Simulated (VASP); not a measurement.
# Ba (Im-3m) in VASP: further runs

Runs on Ba. Level: r2SCAN. Tasks: single point.

All numbers are computed with VASP 6.6.1; they aren't measurements. Logs are shortened: lines on timing, memory, paths and dates and some standing lists are left out, and cuts for length are marked.

### Step 1. The cell of the first run

Symmetry: Im-3m, No. 229, cubic system. The conventional cell has a = 3.638 Å, b = 3.638 Å, c = 3.638 Å, α = 90.00°, β = 90.00°, γ = 90.00°. Ba (site symmetry m-3m) has 14 Ba at 3.15 to 3.64 Å within 4.1 Å.

### Step 2. Single point, r2SCAN

POSCAR reads:

```
Ba
1.0
    1.8191171249      1.8191171249      1.8191171249
   -1.8191171249      1.8191171249      1.8191171249
   -1.8191171249     -1.8191171249      1.8191171249
Ba
1
Direct
    0.0000000000      0.0000000000      0.0000000000
```

INCAR.step1 reads:

```
ALGO = Normal
EDIFF = 1E-4
ENCUT = 520
GGA = PE
ISMEAR = 0
LASPH = True
LCHARG = False
LREAL = False
LWAVE = True
NBANDS = 11
NELM = 80
PREC = Accurate
SIGMA = 0.1
```

INCAR.step2 reads:

```
ALGO = Normal
EDIFF = 1E-7
ENCUT = 520
ISIF = 2
ISMEAR = 0
ISTART = 1
LASPH = True
LCHARG = False
LMIXTAU = True
LREAL = False
LWAVE = False
METAGGA = R2SCAN
NBANDS = 11
NELM = 80
PREC = Accurate
SIGMA = 0.1
```

KPOINTS reads:

```
k-points
0
Gamma
  6 6 6
```

Potentials or basis: VASP PAW PBE potentials, release 64 (Ba_sv).

On the command line:

```bash
$ cat potpaw_PBE.64/Ba_sv/POTCAR > POTCAR
$ cp INCAR.step1 INCAR
$ mpirun -np 1 vasp_std > vasp.out
$ cp INCAR.step2 INCAR
$ mpirun -np 1 vasp_std > vasp.out
```

OUTCAR:

```text
EDIFF = 1E-7
   ENCUT = 520
   ISIF = 2
   ISMEAR = 0
   ISTART = 1
   LASPH = True
   LREAL = False
   METAGGA = R2SCAN
   NELM = 80
   PREC = Accurate

 ion  position               nearest neighbor table
   1  0.000  0.000  0.000-

  LATTYP: Found a body centered cubic cell.
 ALAT       =     3.6382342498

  Lattice vectors:

 A1 = (   1.8191171249,  -1.8191171249,  -1.8191171249)
 A2 = (   1.8191171249,   1.8191171249,   1.8191171249)
 A3 = (  -1.8191171249,  -1.8191171249,   1.8191171249)

Analysis of symmetry for initial positions (statically):
=====================================================================
 Subroutine PRICEL returns:
 Original cell was already a primitive cell.

 Routine SETGRP: Setting up the symmetry group for a
 body centered cubic supercell.

 Subroutine GETGRP returns: Found 48 space group operations
 (whereof 48 operations were pure point group operations)
 out of a pool of 48 trial point group operations.

The static configuration has the point symmetry O_h .

Analysis of symmetry for dynamics (positions and initial velocities):
=====================================================================
 Subroutine PRICEL returns:
 Original cell was already a primitive cell.

 Routine SETGRP: Setting up the symmetry group for a
 body centered cubic supercell.

 Subroutine GETGRP returns: Found 48 space group operations
 (whereof 48 operations were pure point group operations)
 out of a pool of 48 trial point group operations.

The dynamic configuration has the point symmetry O_h .

 Subroutine INISYM returns: Found 48 space group operations
 (whereof 48 operations are pure point group operations),
 and found     1 'primitive' translations

----------------------------------------------------------------------------------------

                                     Primitive cell

  volume of cell :      24.0792

  direct lattice vectors                    reciprocal lattice vectors
     1.819117125  1.819117125  1.819117125     0.274858608  0.000000000  0.274858608
    -1.819117125  1.819117125  1.819117125    -0.274858608  0.274858608  0.000000000
    -1.819117125 -1.819117125  1.819117125     0.000000000 -0.274858608  0.274858608

  length of vectors
     3.150803285  3.150803285  3.150803285     0.388708771  0.388708771  0.388708771

  position of ions in fractional coordinates (direct lattice)
     0.000000000  0.000000000  0.000000000

  ion indices of the primitive-cell ions
   primitive index   ion index
                 1           1

----------------------------------------------------------------------------------------

 KPOINTS: k-points

Automatic generation of k-mesh.
 Grid dimensions read from file:
 generate k-points for:    6    6    6

 Generating k-lattice:

  Cartesian coordinates                     Fractional coordinates (reciprocal lattice)
     0.045809768  0.000000000  0.045809768     0.166666667  0.000000000  0.000000000
    -0.045809768  0.045809768  0.000000000     0.000000000  0.166666667  0.000000000
     0.000000000 -0.045809768  0.045809768     0.000000000  0.000000000  0.166666667

  Length of vectors
     0.064784795  0.064784795  0.064784795

  Shift w.r.t. Gamma in fractional coordinates (k-lattice)
     0.000000000  0.000000000  0.000000000

 Subroutine IBZKPT returns following result:
 ===========================================

 Found     16 irreducible k-points:

 Following reciprocal coordinates:
            Coordinates               Weight
  0.000000  0.000000  0.000000      1.000000
  0.166667  0.000000  0.000000     12.000000
  0.333333  0.000000  0.000000     12.000000
  0.500000  0.000000  0.000000      6.000000
  0.333333  0.166667  0.000000     24.000000
  0.500000  0.166667  0.000000     48.000000
[... 8 lines left out ...]
  0.500000  0.333333  0.333333     12.000000
  0.500000  0.500000  0.500000      1.000000
   k-points           NKPTS =     16   k-points in BZ     NKDIM =     16   number of bands    NBANDS=     11
   number of dos      NEDOS =    301   number of ions     NIONS =      1
   total plane-waves  NPLWV =  13824
   dimension x,y,z NGX =    24 NGY =   24 NGZ =   24
   dimension x,y,z NGXF=    48 NGYF=   48 NGZF=   48
   ions per type =               1
   NGX,Y,Z   is equivalent  to a cutoff of  12.66, 12.66, 12.66 a.u.
   NGXF,Y,Z  is equivalent  to a cutoff of  25.33, 25.33, 25.33 a.u.
 SYSTEM =  unknown system
   PREC   = accura    normal or accurate (medium, high low for compatibility)
   ISTART =      1    job   : 0-new  1-cont  2-samecut
   ICHARG =      0    charge: 1-file 2-atom 10-const
   ISPIN  =      1    spin polarized calculation?
   LNONCOLLINEAR =      F non collinear calculations
   LSORBIT =      F    spin-orbit coupling
   LASPH  =      T    aspherical Exc in radial PAW
   ENCUT  =  520.0 eV  38.22 Ry    6.18 a.u.   5.86  5.86  5.86*2*pi/ulx,y,z
   NELM   =     80;   NELMIN=  2; NELMDL=  0     # of ELM steps
   EDIFF  = 0.1E-06   stopping-criterion for ELM
   LREAL  =      F    real-space projection
   EDIFFG = 0.1E-05   stopping-criterion for IOM
   NSW    =      0    number of steps for IOM
   IBRION =     -1    ionic relax: 0-MD 1-quasi-New 2-CG
   NFREE  =      0    steps in history (QN), initial steepest desc. (CG)
   ISIF   =      2    stress and relaxation
   ISYM   =      2    0-nonsym 1-usesym 2-fastsym
   POTIM  = 0.5000    time-step for ionic-motion
   TEBEG  =    0.0;   TEEND  =   0.0 temperature during run
   PSTRESS=    0.0 pullay stress
   NELECT =      10.0000    total number of electrons
   NUPDOWN=      -1.0000    fix difference up-down
   EMIN   =  10.00;   EMAX   =-10.00  energy-range for DOS
   EFERMI =   0.00;   METHOD = LEGACY
   ISMEAR =     0;   SIGMA  =   0.10  broadening in eV -4-tet -1-fermi 0-gaus
   EFERMI_NEDOS =   21; number of points for ismear=-14 and -15
   IALGO  =     38    algorithm
   IMIX   =      4    mixing-type and parameters
     AMIX     =   0.40;   BMIX     =  1.00
     AMIX_MAG =   1.60;   BMIX_MAG =  1.00
  volume/ion in A,a.u.               =      24.08       162.49
  Fermi-wavevector in a.u.,A,eV,Ry     =   1.221408  2.308127 20.297689  1.491838
  Thomas-Fermi vector in A             =   2.356592
   LORBIT       =      0    0 simple, 1 ext, 2 COOP (PROOUT), +10 PAW based schemes
   METAGGA = R2SCAN    functional components
   LHFCALC =     F    Hartree Fock is set to
   AEXX    =    0.0000 exact exchange contribution
   IVDW    =     0    specifies the selected vdW correction
   LEPSILON=     F    determine dielectric tensor
   LRPA    =     F    only Hartree local field effects (RPA)
 non-spin polarized calculation
 Gauss-broadening in eV      SIGMA  =   0.10
  energy-cutoff  :      520.00
  volume of cell :       24.08
 maximum number of plane-waves:       682
   NGX = 11   NGY = 11   NGZ = 11

 number of electron      10.0000001 magnetization

 Free energy of the ion-electron system (eV)
  ---------------------------------------------------
  ext. energy  EPLUGINS =         0.00000000
  ---------------------------------------------------
  free energy    TOTEN  =       -24.23549697 eV

  energy without entropy =      -24.23412458  energy(sigma->0) =      -24.23481078

 E-fermi :   7.3386     XC(G=0): -11.9714

 val. band max:        7.1011041106   @ k =   0.3333   0.1667   0.0000
 cond. band min:       7.4415371708   @ k =   0.1667   0.0000   0.0000
 fundamental gap:      0.3404330603
 Fermi energy:         7.3385888690

 k-point     1 :       0.0000    0.0000    0.0000
  band No.  band energies     occupation
      1     -23.6966      2.00000
      2      -4.8966      2.00000
      3      -4.8966      2.00000
      4      -4.8966      2.00000
      5       6.6686      2.00000
      6       9.6470      0.00000
      7       9.6470      0.00000
      8       9.6470      0.00000
      9      12.8924      0.00000
     10      12.8924      0.00000
     11      17.2315      0.00000

 k-point     2 :       0.1667    0.0000    0.0000
  band No.  band energies     occupation
      1     -23.3704      2.00000
      2      -6.5758      2.00000
      3      -5.3993      2.00000
      4      -4.9574      2.00000
      5       7.4415      0.14542
      6       8.5319      0.00000
      7       9.8396      0.00000
      8      11.4135      0.00000
      9      12.0319      0.00000
     10      12.6741      0.00000
     11      19.0852      0.00000

 k-point     3 :       0.3333    0.0000    0.0000
  band No.  band energies     occupation
      1     -22.6180      2.00000
      2      -9.2654      2.00000
      3      -6.2408      2.00000
      4      -5.0839      2.00000
      5       5.6670      2.00000
      6       7.0805      1.99974
      7      12.4062      0.00000
      8      13.3804      0.00000
      9      14.6305      0.00000
     10      15.9267      0.00000
     11      19.4667      0.00000

 k-point     4 :       0.5000    0.0000    0.0000
  band No.  band energies     occupation
      1     -22.1707      2.00000
      2     -10.4816      2.00000
      3      -6.6039      2.00000
      4      -5.1494      2.00000
      5       4.8591      2.00000
      6       6.5320      2.00000
      7      14.2047      0.00000
      8      15.1829      0.00000
      9      15.6741      0.00000
     10      16.4524      0.00000
     11      20.3855      0.00000

 k-point     5 :       0.3333    0.1667    0.0000
  band No.  band energies     occupation
      1     -22.8237      2.00000
      2      -8.3718      2.00000
      3      -6.2100      2.00000
      4      -5.3645      2.00000
      5       7.1011      1.99922
      6       7.9571      0.00000
      7      10.1624      0.00000
      8      11.7035      0.00000
      9      14.5523      0.00000
     10      15.6123      0.00000
     11      20.4155      0.00000
[... 99 lines left out ...]
 k-point    13 :       0.1667   -0.3333    0.1667
  band No.  band energies     occupation
      1     -22.0247      2.00000
      2      -9.4903      2.00000
      3      -7.9647      2.00000
      4      -6.9577      2.00000
      5       8.4666      0.00000
      6       8.6886      0.00000
      7      12.5258      0.00000
      8      15.1204      0.00000
      9      15.5373      0.00000
     10      19.7963      0.00000
     11      20.9569      0.00000

 k-point    14 :       0.3333    0.3333    0.3333
  band No.  band energies     occupation
      1     -21.7784      2.00000
      2      -8.6916      2.00000
      3      -7.7386      2.00000
      4      -7.7386      2.00000
      5       4.5632      2.00000
      6       7.0677      1.99987
      7      12.8789      0.00000
      8      12.8789      0.00000
      9      14.5300      0.00000
     10      17.0610      0.00000
     11      25.9003      0.00000

 k-point    15 :       0.5000    0.3333    0.3333
  band No.  band energies     occupation
      1     -21.4513      2.00000
      2      -9.1294      2.00000
      3      -8.1318      2.00000
      4      -7.8118      2.00000
      5       4.2834      2.00000
      6       5.0650      2.00000
      7      13.0720      0.00000
      8      13.6852      0.00000
      9      18.7253      0.00000
     10      20.6403      0.00000
     11      22.8599      0.00000

 k-point    16 :       0.5000    0.5000    0.5000
  band No.  band energies     occupation
      1     -21.1788      2.00000
      2      -8.5307      2.00000
      3      -8.5307      2.00000
      4      -8.5307      2.00000
      5       3.2792      2.00000
      6       3.2792      2.00000
      7      18.3029      0.00000
      8      18.3029      0.00000
      9      18.3029      0.00000
     10      20.1514      0.00000
     11      20.1514      0.00000

------------------------ aborting loop because EDIFF is reached ----------------------------------------

  FORCE on cell =-STRESS in cart. coord.  units (eV):
  Direction    XX          YY          ZZ          XY          YZ          ZX
  --------------------------------------------------------------------------------------
  -------------------------------------------------------------------------------------
  Total        5.3740786      5.3740786      5.3740786      0.0000000      0.0000000      0.0000000
  in kB      357.5795061    357.5795061    357.5795061      0.0000000      0.0000000      0.0000000
  external PRESSURE =     357.5795061 kB  Pullay stress =       0.0000000 kB

 VOLUME and BASIS-vectors are now :
 -----------------------------------------------------------------------------
  energy-cutoff  :      520.00
  volume of cell :       24.08
      direct lattice vectors                 reciprocal lattice vectors
     1.819117125  1.819117125  1.819117125     0.274858608  0.000000000  0.274858608
    -1.819117125  1.819117125  1.819117125    -0.274858608  0.274858608  0.000000000
    -1.819117125 -1.819117125  1.819117125     0.000000000 -0.274858608  0.274858608

 POSITION                                       TOTAL-FORCE (eV/Angst)
 -----------------------------------------------------------------------------------
      0.00000      0.00000      0.00000         0.000000      0.000000      0.000000
 -----------------------------------------------------------------------------------
    total drift:                               -0.000000     -0.000000     -0.000000

  FREE ENERGIE OF THE ION-ELECTRON SYSTEM (eV)
  ---------------------------------------------------
  free  energy   TOTEN  =       -24.2354969722 eV

  energy  without entropy=      -24.2341245845  energy(sigma->0) =      -24.23481078
```

Run time: 8.6 s. Hardware: 1 thread of Intel Xeon 6975P-C (Granite Rapids), shared host; peak memory 0.14 GiB.

What came out:

```
Free energy            : -24.2355 eV
Pressure               : 35.8 GPa
Band gap on the k mesh : zero (bands 5 and 6 overlap by 5.19 eV)
```

Caveat: the k points lie up to 0.41 Å⁻¹ apart, too coarse for converged energies and pressures of a metal; the PAW data sets were made with another functional, which shifts forces and pressure a little; spin-orbit coupling is left out, which moves the levels of the heavy elements.

### Step 3. Single point, r2SCAN

This run uses another cell than the first one, of 27.90 Å³/atom.

POSCAR reads:

```
Ba
1.0
    1.9107301357      1.9107301357      1.9107301357
   -1.9107301357      1.9107301357      1.9107301357
   -1.9107301357     -1.9107301357      1.9107301357
Ba
1
Direct
    0.0000000000      0.0000000000      0.0000000000
```

INCAR.step1 reads:

```
PREC = Accurate
ENCUT = 520
ISMEAR = 0
SIGMA = 0.1
LREAL = F
LASPH = T
NELM = 80
NBANDS = 11
GGA = PE
ALGO = Normal
EDIFF = 1E-4
LWAVE = T
LCHARG = F
```

INCAR.step2 reads:

```
PREC = Accurate
ENCUT = 520
EDIFF = 1E-6
ISMEAR = 0
SIGMA = 0.1
LREAL = F
LASPH = T
NELM = 80
ALGO = Normal
ISIF = 2
LWAVE = F
LCHARG = F
METAGGA = R2SCAN
LMIXTAU = T
NBANDS = 11
ISTART = 1
```

KPOINTS reads:

```
Automatic mesh
0
Gamma
  6 6 6
```

Potentials or basis: VASP PAW PBE potentials, release 64 (Ba_sv).

On the command line:

```bash
$ cat potpaw_PBE.64/Ba_sv/POTCAR > POTCAR
$ cp INCAR.step1 INCAR
$ mpirun -np 1 vasp_std > vasp.out
$ cp INCAR.step2 INCAR
$ mpirun -np 1 vasp_std > vasp.out
```

OUTCAR:

```text
PREC = Accurate
   ENCUT = 520
   EDIFF = 1E-6
   ISMEAR = 0
   LREAL = F
   LASPH = T
   NELM = 80
   ISIF = 2
   METAGGA = R2SCAN
   ISTART = 1

 ion  position               nearest neighbor table
   1  0.000  0.000  0.000-

  LATTYP: Found a body centered cubic cell.
 ALAT       =     3.8214602714

  Lattice vectors:

 A1 = (   1.9107301357,  -1.9107301357,  -1.9107301357)
[... 393 lines left out ...]
      8      15.8538      0.00000
      9      15.8538      0.00000
     10      17.2136      0.00000
     11      17.2136      0.00000

------------------------ aborting loop because EDIFF is reached ----------------------------------------

  FORCE on cell =-STRESS in cart. coord.  units (eV):
  Direction    XX          YY          ZZ          XY          YZ          ZX
  --------------------------------------------------------------------------------------
  -------------------------------------------------------------------------------------
  Total        4.0438645      4.0438645      4.0438645      0.0000000      0.0000000      0.0000000
  in kB      232.1930025    232.1930025    232.1930025      0.0000000      0.0000000      0.0000000
  external PRESSURE =     232.1930025 kB  Pullay stress =       0.0000000 kB

 VOLUME and BASIS-vectors are now :
 -----------------------------------------------------------------------------
  energy-cutoff  :      520.00
  volume of cell :       27.90
      direct lattice vectors                 reciprocal lattice vectors
     1.910730136  1.910730136  1.910730136     0.261680072  0.000000000  0.261680072
    -1.910730136  1.910730136  1.910730136    -0.261680072  0.261680072  0.000000000
    -1.910730136 -1.910730136  1.910730136     0.000000000 -0.261680072  0.261680072

 POSITION                                       TOTAL-FORCE (eV/Angst)
 -----------------------------------------------------------------------------------
      0.00000      0.00000      0.00000         0.000000      0.000000      0.000000
 -----------------------------------------------------------------------------------
    total drift:                               -0.000000      0.000000     -0.000000

  FREE ENERGIE OF THE ION-ELECTRON SYSTEM (eV)
  ---------------------------------------------------
  free  energy   TOTEN  =       -24.9336579028 eV

  energy  without entropy=      -24.9319866289  energy(sigma->0) =      -24.93282227
```

It took 16 s on 1 thread of Intel Xeon 6975P-C (Granite Rapids), shared host; peak memory 0.16 GiB.

Results:

```
Free energy            : -24.9337 eV
Pressure               : 23.2 GPa
Band gap on the k mesh : zero (bands 5 and 6 overlap by 4.16 eV)
```

Caveat: the k points lie up to 0.39 Å⁻¹ apart, too coarse for converged energies and pressures of a metal; the PAW data sets were made with another functional, which shifts forces and pressure a little; spin-orbit coupling is left out, which moves the levels of the heavy elements.

(Continued in part 2 of 2.)
